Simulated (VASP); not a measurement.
# Sn (Fm-3m) in VASP: further runs

Runs on Sn. Level: revPBE. Tasks: single point.

Everything below comes from runs of VASP 6.6.1. Logs are shortened: lines on timing, memory, paths and dates and some standing lists are left out, and cuts for length are marked.

**1. The cell of the first run**

Symmetry: Fm-3m, No. 225, cubic system. Conventional cell: a = 4.858 Å, b = 4.858 Å, c = 4.858 Å, α = 90.00°, β = 90.00°, γ = 90.00°. Sn (site symmetry m-3m) has 12 Sn at 3.44 Å within 4.5 Å.

**2. Single point, revPBE**

INCAR

```
PREC = Accurate
ENCUT = 520
EDIFF = 1E-7
ISMEAR = -1
SIGMA = 0.1
LREAL = F
LASPH = T
NELM = 100
ALGO = Normal
ISIF = 2
LWAVE = F
LCHARG = F
GGA = RE
NBANDS = 13
```

KPOINTS

```
regular mesh
0
Gamma
  11 11 11
```

POSCAR

```
Sn
1.0
    0.0000000000      2.4290145786      2.4290145786
    2.4290145786      0.0000000000      2.4290145786
    2.4290145786      2.4290145786      0.0000000000
Sn
1
Direct
    0.0000000000      0.0000000000      0.0000000000
```

Potentials or basis: VASP PAW PBE potentials, release 64 (Sn_d).

Launch:

```console
> cat potpaw_PBE.64/Sn_d/POTCAR > POTCAR
> mpirun -np 1 vasp_std > vasp.out
```

OUTCAR:

```text
PREC = Accurate
   ENCUT = 520
   EDIFF = 1E-7
   ISMEAR = -1
   LREAL = F
   LASPH = T
   NELM = 100
   ISIF = 2
   GGA = RE

 ion  position               nearest neighbor table
   1  0.000  0.000  0.000-

  LATTYP: Found a face centered cubic cell.
 ALAT       =     4.8580291572

  Lattice vectors:

 A1 = (   0.0000000000,   2.4290145786,   2.4290145786)
 A2 = (   2.4290145786,   0.0000000000,   2.4290145786)
 A3 = (   2.4290145786,   2.4290145786,   0.0000000000)

Analysis of symmetry for initial positions (statically):
=====================================================================
 Subroutine PRICEL returns:
 Original cell was already a primitive cell.

 Routine SETGRP: Setting up the symmetry group for a
 face centered cubic supercell.

 Subroutine GETGRP returns: Found 48 space group operations
 (whereof 48 operations were pure point group operations)
 out of a pool of 48 trial point group operations.

The static configuration has the point symmetry O_h .

Analysis of symmetry for dynamics (positions and initial velocities):
=====================================================================
 Subroutine PRICEL returns:
 Original cell was already a primitive cell.

 Routine SETGRP: Setting up the symmetry group for a
 face centered cubic supercell.

 Subroutine GETGRP returns: Found 48 space group operations
 (whereof 48 operations were pure point group operations)
 out of a pool of 48 trial point group operations.

The dynamic configuration has the point symmetry O_h .

 Subroutine INISYM returns: Found 48 space group operations
 (whereof 48 operations are pure point group operations),
 and found     1 'primitive' translations

----------------------------------------------------------------------------------------

                                     Primitive cell

  volume of cell :      28.6629

  direct lattice vectors                    reciprocal lattice vectors
     0.000000000  2.429014579  2.429014579    -0.205844792  0.205844792  0.205844792
     2.429014579  0.000000000  2.429014579     0.205844792 -0.205844792  0.205844792
     2.429014579  2.429014579  0.000000000     0.205844792  0.205844792 -0.205844792

  length of vectors
     3.435145360  3.435145360  3.435145360     0.356533638  0.356533638  0.356533638

  position of ions in fractional coordinates (direct lattice)
     0.000000000  0.000000000  0.000000000

  ion indices of the primitive-cell ions
   primitive index   ion index
                 1           1

----------------------------------------------------------------------------------------

 KPOINTS: regular mesh

Automatic generation of k-mesh.
 Grid dimensions read from file:
 generate k-points for:   11   11   11

 Generating k-lattice:

  Cartesian coordinates                     Fractional coordinates (reciprocal lattice)
    -0.018713163  0.018713163  0.018713163     0.090909091  0.000000000  0.000000000
     0.018713163 -0.018713163  0.018713163     0.000000000  0.090909091  0.000000000
     0.018713163  0.018713163 -0.018713163     0.000000000  0.000000000  0.090909091

  Length of vectors
     0.032412149  0.032412149  0.032412149

  Shift w.r.t. Gamma in fractional coordinates (k-lattice)
     0.000000000  0.000000000  0.000000000

 Subroutine IBZKPT returns following result:
 ===========================================

 Found     56 irreducible k-points:

 Following reciprocal coordinates:
            Coordinates               Weight
  0.000000  0.000000  0.000000      1.000000
  0.090909  0.000000  0.000000      8.000000
  0.181818  0.000000  0.000000      8.000000
  0.272727  0.000000  0.000000      8.000000
  0.363636  0.000000  0.000000      8.000000
  0.454545  0.000000  0.000000      8.000000
[... 16 lines left out ...]
 -0.272727  0.181818  0.000000     24.000000
 -0.181818  0.181818  0.000000     12.000000
 [... further k-points ...]
   k-points           NKPTS =     56   k-points in BZ     NKDIM =     56   number of bands    NBANDS=     13
   number of dos      NEDOS =    301   number of ions     NIONS =      1
   total plane-waves  NPLWV =  21952
   dimension x,y,z NGX =    28 NGY =   28 NGZ =   28
   dimension x,y,z NGXF=    56 NGYF=   56 NGZF=   56
   ions per type =               1
   NGX,Y,Z   is equivalent  to a cutoff of  13.55, 13.55, 13.55 a.u.
   NGXF,Y,Z  is equivalent  to a cutoff of  27.10, 27.10, 27.10 a.u.
 SYSTEM =  unknown system
   PREC   = accura    normal or accurate (medium, high low for compatibility)
   ISTART =      0    job   : 0-new  1-cont  2-samecut
   ICHARG =      2    charge: 1-file 2-atom 10-const
   ISPIN  =      1    spin polarized calculation?
   LNONCOLLINEAR =      F non collinear calculations
   LSORBIT =      F    spin-orbit coupling
   LASPH  =      T    aspherical Exc in radial PAW
   ENCUT  =  520.0 eV  38.22 Ry    6.18 a.u.   6.39  6.39  6.39*2*pi/ulx,y,z
   NELM   =    100;   NELMIN=  2; NELMDL= -5     # of ELM steps
   EDIFF  = 0.1E-06   stopping-criterion for ELM
   LREAL  =      F    real-space projection
   EDIFFG = 0.1E-05   stopping-criterion for IOM
   NSW    =      0    number of steps for IOM
   IBRION =     -1    ionic relax: 0-MD 1-quasi-New 2-CG
   NFREE  =      0    steps in history (QN), initial steepest desc. (CG)
   ISIF   =      2    stress and relaxation
   ISYM   =      2    0-nonsym 1-usesym 2-fastsym
   POTIM  = 0.5000    time-step for ionic-motion
   TEBEG  =    0.0;   TEEND  =   0.0 temperature during run
   PSTRESS=    0.0 pullay stress
   NELECT =      14.0000    total number of electrons
   NUPDOWN=      -1.0000    fix difference up-down
   EMIN   =  10.00;   EMAX   =-10.00  energy-range for DOS
   EFERMI =   0.00;   METHOD = LEGACY
   ISMEAR =    -1;   SIGMA  =   0.10  broadening in eV -4-tet -1-fermi 0-gaus
   EFERMI_NEDOS =   21; number of points for ismear=-14 and -15
   IALGO  =     38    algorithm
   IMIX   =      4    mixing-type and parameters
     AMIX     =   0.40;   BMIX     =  1.00
     AMIX_MAG =   1.60;   BMIX_MAG =  1.00
  volume/ion in A,a.u.               =      28.66       193.43
  Fermi-wavevector in a.u.,A,eV,Ry     =   1.289271  2.436368 22.615856  1.662219
  Thomas-Fermi vector in A             =   2.421174
   LORBIT       =      0    0 simple, 1 ext, 2 COOP (PROOUT), +10 PAW based schemes
   GGA     = RE    functional components
   LHFCALC =     F    Hartree Fock is set to
   AEXX    =    0.0000 exact exchange contribution
   IVDW    =     0    specifies the selected vdW correction
   LEPSILON=     F    determine dielectric tensor
   LRPA    =     F    only Hartree local field effects (RPA)
 non-spin polarized calculation
  energy-cutoff  :      520.00
  volume of cell :       28.66
 maximum number of plane-waves:       785
 NGX is ok and might be reduce to    28
   NGX = 13   NGY = 13   NGZ = 13

 number of electron      13.9999996 magnetization

 Free energy of the ion-electron system (eV)
  ---------------------------------------------------
  ext. energy  EPLUGINS =         0.00000000
  ---------------------------------------------------
  free energy    TOTEN  =        -3.49429573 eV

  energy without entropy =       -3.47850812  energy(sigma->0) =       -3.48640193

 E-fermi :   7.5904     XC(G=0): -10.0580

 val. band max:        7.5291964829   @ k =  -0.1818   0.2727   0.0909
 cond. band min:       7.6938250720   @ k =  -0.4545   0.2727   0.0000
 fundamental gap:      0.1646285891
 Fermi energy:         7.5903832525

 k-point     1 :       0.0000    0.0000    0.0000
  band No.  band energies     occupation
      1     -13.9938      2.00000
      2     -13.9938      2.00000
      3     -13.9938      2.00000
      4     -13.9303      2.00000
      5     -13.9303      2.00000
      6      -3.1512      2.00000
      7      14.9066      0.00000
      8      14.9066      0.00000
      9      14.9066      0.00000
     10      18.1022      0.00000
     11      19.0867      0.00000
     12      19.0867      0.00000
     13      19.0867      0.00000

 k-point     2 :       0.0909    0.0000    0.0000
  band No.  band energies     occupation
      1     -13.9932      2.00000
      2     -13.9882      2.00000
      3     -13.9882      2.00000
      4     -13.9303      2.00000
      5     -13.9303      2.00000
      6      -2.9884      2.00000
      7      13.3047      0.00000
      8      14.6663      0.00000
      9      14.6663      0.00000
     10      17.4197      0.00000
     11      19.5074      0.00000
     12      19.5074      0.00000
     13      20.6570      0.00000

 k-point     3 :       0.1818    0.0000    0.0000
  band No.  band energies     occupation
      1     -13.9919      2.00000
      2     -13.9786      2.00000
      3     -13.9786      2.00000
      4     -13.9250      2.00000
      5     -13.9250      2.00000
      6      -2.5003      2.00000
      7      10.5572      0.00000
      8      14.1661      0.00000
      9      14.1661      0.00000
     10      17.0571      0.00000
     11      20.0058      0.00000
     12      20.0058      0.00000
     13      20.6247      0.00000

 k-point     4 :       0.2727    0.0000    0.0000
  band No.  band energies     occupation
      1     -13.9908      2.00000
      2     -13.9778      2.00000
      3     -13.9778      2.00000
      4     -13.9059      2.00000
      5     -13.9059      2.00000
      6      -1.6911      2.00000
      7       7.8672      0.11816
      8      13.6783      0.00000
      9      13.6783      0.00000
     10      16.8945      0.00000
     11      19.1696      0.00000
     12      19.1696      0.00000
     13      19.4498      0.00000

 k-point     5 :       0.3636    0.0000    0.0000
  band No.  band energies     occupation
      1     -13.9904      2.00000
      2     -13.9833      2.00000
      3     -13.9833      2.00000
      4     -13.8821      2.00000
      5     -13.8821      2.00000
      6      -0.5887      2.00000
      7       5.4669      2.00000
      8      13.3203      0.00000
      9      13.3203      0.00000
     10      16.9332      0.00000
     11      18.4106      0.00000
     12      18.4106      0.00000
     13      18.4495      0.00000
[... 257 lines left out ...]
 k-point    22 :      -0.3636    0.1818    0.0000
  band No.  band energies     occupation
      1     -13.9946      2.00000
      2     -13.9652      2.00000
      3     -13.9547      2.00000
      4     -13.8873      2.00000
      5     -13.8855      2.00000
      6       0.7768      2.00000
      7       4.7100      2.00000
      8       9.2323      0.00000
      9      12.4303      0.00000
     10      15.4443      0.00000
     11      19.8092      0.00000
     12      19.8541      0.00000
     13      23.6779      0.00000

 k-point    23 :      -0.2727    0.1818    0.0000
  band No.  band energies     occupation
      1     -13.9847      2.00000
      2     -13.9749      2.00000
      3     -13.9511      2.00000
      4     -13.9153      2.00000
      5     -13.8854      2.00000
      6      -0.4218      2.00000
      7       6.7393      1.99960
      8       9.1711      0.00000
      9      13.2950      0.00000
     10      16.2762      0.00000
     11      19.5096      0.00000
     12      19.6764      0.00000
     13      21.7230      0.00000

 k-point    24 :      -0.1818    0.1818    0.0000
  band No.  band energies     occupation
      1     -13.9861      2.00000
      2     -13.9761      2.00000
      3     -13.9485      2.00000
      4     -13.9417      2.00000
      5     -13.8927      2.00000
      6      -1.4219      2.00000
      7       8.8580      0.00001
      8       9.7361      0.00000
      9      14.2103      0.00000
     10      17.4132      0.00000
     11      18.8797      0.00000
     12      19.6488      0.00000
     13      20.3031      0.00000

 [... further k-points ...]

------------------------ aborting loop because EDIFF is reached ----------------------------------------

  FORCE on cell =-STRESS in cart. coord.  units (eV):
  Direction    XX          YY          ZZ          XY          YZ          ZX
  --------------------------------------------------------------------------------------
  -------------------------------------------------------------------------------------
  Total       -0.0137833     -0.0137833     -0.0137833     -0.0000000     -0.0000000      0.0000000
  in kB       -0.7704490     -0.7704490     -0.7704490     -0.0000000     -0.0000000      0.0000000
  external PRESSURE =      -0.7704490 kB  Pullay stress =       0.0000000 kB

 VOLUME and BASIS-vectors are now :
 -----------------------------------------------------------------------------
  energy-cutoff  :      520.00
  volume of cell :       28.66
      direct lattice vectors                 reciprocal lattice vectors
     0.000000000  2.429014579  2.429014579    -0.205844792  0.205844792  0.205844792
     2.429014579  0.000000000  2.429014579     0.205844792 -0.205844792  0.205844792
     2.429014579  2.429014579  0.000000000     0.205844792  0.205844792 -0.205844792

 POSITION                                       TOTAL-FORCE (eV/Angst)
 -----------------------------------------------------------------------------------
      0.00000      0.00000      0.00000         0.000000      0.000000     -0.000000
 -----------------------------------------------------------------------------------
    total drift:                               -0.000000     -0.000000     -0.000000

  FREE ENERGIE OF THE ION-ELECTRON SYSTEM (eV)
  ---------------------------------------------------
  free  energy   TOTEN  =        -3.4942957314 eV

  energy  without entropy=       -3.4785081209  energy(sigma->0) =       -3.48640193
```

Run time: 10 s. Hardware: 1 thread of Intel Xeon 6975P-C (Granite Rapids), shared host; peak memory 0.16 GiB.

Results:

* Free energy: -3.4943 eV
* Pressure: -0.1 GPa
* Band gap on the k mesh: zero (band 7 reaches 14.91 eV, above the bottom of band 8 at 5.88 eV)

Levels at points of the mesh, in eV from the Fermi level:
```
           k point  band 3  band 4  band 5  band 6  band 7  band 8  band 9  band 10  band 11  band 12
(0.00, 0.00, 0.00)  -21.58  -21.52  -21.52  -10.74    7.32    7.32    7.32    10.51    11.50    11.50
```

Caveat: the PAW data sets were made with another functional, which shifts forces and pressure a little; spin-orbit coupling is left out, which moves the levels of the heavy elements.

(Part 1 of 3 ends here.)
